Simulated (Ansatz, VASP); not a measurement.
NaCl in VASP and in Ansatz

File INCAR:

```
SYSTEM = NaCl
PREC = Accurate
ENCUT = 520
EDIFF = 1E-6
ISMEAR = 0
SIGMA = 0.05
LREAL = .FALSE.
LASPH = .TRUE.
NELM = 60
ALGO = Normal
ISIF = 2
LWAVE = .FALSE.
LCHARG = .TRUE.
GGA = PE
LELF = .TRUE.
LVHAR = .TRUE.
NBANDS = 14
```

Contents of KPOINTS:

```
Automatic mesh
0
G
  8 8 8
  0 0 0
```

File POSCAR:

```
NaCl
1.0
    0.0000000000      3.0762623834      2.3994846590
    3.0762623834      0.0000000000      2.3994846590
    3.0762623834      3.0762623834      0.0000000000
Na Cl
1 1
Direct
    0.0000000000      0.0000000000      0.0000000000
    0.5000000000      0.5000000000      0.5000000000
```

Input for Ansatz:

```yaml
crystal:
  lattice:
    - [0.0, 3.0762623834, 2.399484659]
    - [3.0762623834, 0.0, 2.399484659]
    - [3.0762623834, 3.0762623834, 0.0]
  atoms:
    - { symbol: Na, position: [0.0, 0.0, 0.0] }
    - { symbol: Cl, position: [0.5, 0.5, 0.5] }
basis:
  ecutwfc: 420
kpoints:
  mp_grid: { grid: [8, 8, 8] }
hamiltonian:
  xc: pbe
scf:
  occupations: { method: gaussian, width: 0.05 }
output:
  forces: true
  stress: true
  eigenvalues: true
  write_density: true
  write_potential: true
  elf: true
  volumetric_format: npy
```

Alike in both runs: task single point; functional PBE; k mesh 8 × 8 × 8; occupations gaussian, width 0.05 eV; no spin polarisation.

|  | VASP | Ansatz |
| --- | --- | --- |
| version | VASP 6.6.1 | Ansatz 0.2.0 |
| potentials or method | VASP PAW PBE potentials, release 64 (Na_pv, Cl), cutoff 520 eV | scalar-relativistic, plane waves, PAW |
| valence electrons in the cell | 14 | 16 |

Ansatz gave:

```
gap on the k mesh at the Fermi level (eV)                     : 5.02
least direct gap on the mesh (eV)                             : 5.02
pressure (GPa)                                                : 5.2
traceless stress, the component that is largest in VASP (GPa) : 12.36
```

Task: Which values does VASP return?

Result: gap on the k mesh at the Fermi level (eV): 5.02; least direct gap on the mesh (eV): 5.02; pressure (GPa): 5.2; traceless stress, the component that is largest in VASP (GPa): 12.54.

VASP's potentials hold 14 valence electrons a cell and Ansatz's 16, so a difference there can come from the potentials and not from the codes.
